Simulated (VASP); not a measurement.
Input of a VASP 6.6.1 run:

The input INCAR:

```
SYSTEM = Mg
PREC = Accurate ; ENCUT = 600
EDIFF = 1E-6 ; ISMEAR = 0
SIGMA = 0.1 ; LREAL = .False.
LASPH = .True. ; NELM = 100
ALGO = Normal ; ISIF = 3
LWAVE = .False. ; LCHARG = .False.
GGA = PS ; IBRION = 2
NSW = 70 ; EDIFFG = -0.004
PSTRESS = 500.0
```

Contents of KPOINTS:

```
regular mesh
0
Gamma
  20 20 20
  0 0 0
```

Contents of POSCAR:

```
Mg
1.0
   -1.5006499179      1.5006499179      1.5006499179
    1.5006499179     -1.5006499179      1.5006499179
    1.5006499179      1.5006499179     -1.5006499179
Mg
1
Direct
    0.0000000000      0.0000000000      0.0000000000
```

Potentials or basis: VASP PAW PBE potentials, release 64 (Mg).

Launch:

```sh
$ cat potpaw_PBE.64/Mg/POTCAR > POTCAR
$ mpirun -np 1 vasp_std > vasp.out
```

(1) What does it give for the space group after relaxing (to 0.1 Å)?

(2) Estimate the relaxed cell.

(3) Predict the band gap on the k mesh.

(4) Predict the relaxed volume.

Answers

(1) Im-3m (No. 229).

(2) a = 2.604 Å, b = 2.604 Å, c = 2.604 Å, α = 109.47°, β = 109.47°, γ = 109.47°.

(3) zero (bands 1 and 2 overlap by 4.86 eV).

(4) 13.59 Å³/atom.

Caveat: the cell is relaxed towards a set pressure, so the run minimises the enthalpy, not the energy; the PAW data sets were made with another functional, which shifts forces and pressure a little.
